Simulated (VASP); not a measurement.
Write the native input for VASP 6.6.1 that does the following.

```yaml
Task: single point
Functional: PBEsol
Potentials_or_basis: VASP PAW PBE potentials, release 64 (Rb_sv)
Cutoff: 520 eV
k_mesh: 12 × 12 × 12
Occupations: gaussian, width 0.15 eV
Spin: no spin polarisation
Dipole_correction: no
Further_INCAR_settings: ALGO = Normal; EDIFF = 1e-06; NBANDS = 10
```

The structure of Rb lies in POSCAR:

```
Rb
1.0
   -2.6937600000      2.6937600000      2.6937600000
    2.6937600000     -2.6937600000      2.6937600000
    2.6937600000      2.6937600000     -2.6937600000
Rb
1
Direct
    0.0000000000      0.0000000000      0.0000000000
```

This cell differs from its parent crystal: strain -0.040 along x and y, -0.040 along z.

One way to write it, as run:

INCAR

```
PREC = Accurate ; ENCUT = 520
EDIFF = 1E-6 ; ISMEAR = 0
SIGMA = 0.15 ; LREAL = F
LASPH = T ; NELM = 80
ALGO = Normal ; ISIF = 2
LWAVE = F ; LCHARG = T
GGA = PS ; LELF = T
LVHAR = T ; NBANDS = 10
```

KPOINTS

```
regular mesh
0
Gamma
  12 12 12
```

Potentials or basis: VASP PAW PBE potentials, release 64 (Rb_sv).

Command:

```sh
$ cat potpaw_PBE.64/Rb_sv/POTCAR > POTCAR
$ mpirun -np 1 vasp_std > vasp.out
```

Results of the run:

```
Pressure : 0.4 GPa
```

Caveat: the cell differs from its parent crystal (strain -0.040 along x and y, -0.040 along z); the PAW data sets were made with another functional, which shifts forces and pressure a little.

Run time: 19 s on 1 thread of Intel(R) Xeon(R) 6975P-C (Granite Rapids) (shared host), peak memory 0.22 GiB.
